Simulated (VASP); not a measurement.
Set up this calculation in VASP 6.6.1, as the native input.

```
Task                   : single point
Functional             : PBE
Potentials or basis    : VASP PAW PBE potentials, release 64 (Ga_d, Bi_d, Se)
Cutoff                 : 520 eV
k mesh                 : 8 × 8 × 8
Occupations            : gaussian, width 0.1 eV
Spin                   : no spin polarisation
Dipole correction      : no
Further INCAR settings : ALGO = Normal; EDIFF = 1e-07; NBANDS = 57
```

The structure of GaBiSe3 lies in POSCAR:

```
GaBiSe3
1.0
   -3.4200271155      3.4200271155      5.2790734398
    3.4200271155     -3.4200271155      5.2790734398
    3.4200271155      3.4200271155     -5.2790734398
Ga Bi Se
2 2 6
Direct
    0.5000000000      0.5000000000      0.0000000000
    0.0000000000      0.0000000000      0.0000000000
    0.7500000000      0.2500000000      0.5000000000
    0.2500000000      0.7500000000      0.5000000000
    0.3368908256      0.8368908256      0.1737816512
    0.8368908256      0.6631091744      0.5000000000
    0.7500000000      0.7500000000      0.0000000000
    0.6631091744      0.1631091744      0.8262183488
    0.1631091744      0.3368908256      0.5000000000
    0.2500000000      0.2500000000      0.0000000000
```

These files were run (other wordings do the same):

INCAR

```
PREC     = Accurate       # precision mode
ENCUT    = 520            # plane-wave cutoff, eV
EDIFF    = 1E-7           # SCF threshold, eV
ISMEAR   = 0              # smearing method
SIGMA    = 0.1            # smearing width, eV
LREAL    = False          # projectors in reciprocal space
LASPH    = True           # aspherical terms in the spheres
NELM     = 60             # most SCF steps
ALGO     = Normal         # electronic algorithm
ISIF     = 2              # what is computed and relaxed
LWAVE    = False          # write WAVECAR
LCHARG   = False          # write CHGCAR
GGA      = PE             # functional
NBANDS   = 57             # bands
```

KPOINTS

```
Automatic mesh
0
Gamma
  8 8 8
```

Potentials or basis: VASP PAW PBE potentials, release 64 (Ga_d, Bi_d, Se).

Run with:

```console
$ cat potpaw_PBE.64/Ga_d/POTCAR potpaw_PBE.64/Bi_d/POTCAR potpaw_PBE.64/Se/POTCAR > POTCAR
$ mpirun -np 1 vasp_std > vasp.out
```

It gave:

| Item | Value |
| --- | --- |
| Pressure | 0.1 GPa |
| Largest force | 0.004 eV/Å |
| Band gap on the k mesh | zero (band 46 reaches 4.74 eV, above the bottom of band 47 at 4.27 eV) |

Caveat: spin-orbit coupling is left out, which moves the levels of the heavy elements.

Run time: 11 min on 1 thread of Intel(R) Xeon(R) 6975P-C (Granite Rapids) (shared host), peak memory 0.87 GiB.
